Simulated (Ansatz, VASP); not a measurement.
# CuI: VASP beside Ansatz

```
I Cu
1.0
     0.00000    3.09096    3.09096
     3.09096    0.00000    3.09096
     3.09096    3.09096    0.00000
I Cu
1 1
Direct
  0.00000 0.00000 0.00000
  0.75000 0.75000 0.75000
```

Change from the starting cell: volume scaled by 1.06.

Alike in both runs: task single point; functional PBEsol; k mesh 8 × 8 × 8; occupations fermi-dirac, width 0.05 eV; no spin polarisation.

```csv
,VASP,Ansatz
version,VASP 6.6.1,Ansatz 0.2.0
potentials or method,"VASP PAW PBE potentials, release 64 (I, Cu), cutoff 520 eV","all-electron LAPW, scalar-relativistic"
```

Ansatz gave:

| Property | Result |
| --- | --- |
| gap on the k mesh at the Fermi level (eV) | 0.87 |
| least direct gap on the mesh (eV) | 0.87 |
| pressure (GPa) | -4.3 |

Q: What did VASP give for the same quantities?

A: gap on the k mesh at the Fermi level (eV): 0.89; least direct gap on the mesh (eV): 0.89; pressure (GPa): -4.0.

VASP's potentials were made for PBE, not for PBEsol. Ansatz ran all-electron here, and VASP with PAW potentials.

Neither program's run includes spin-orbit coupling.
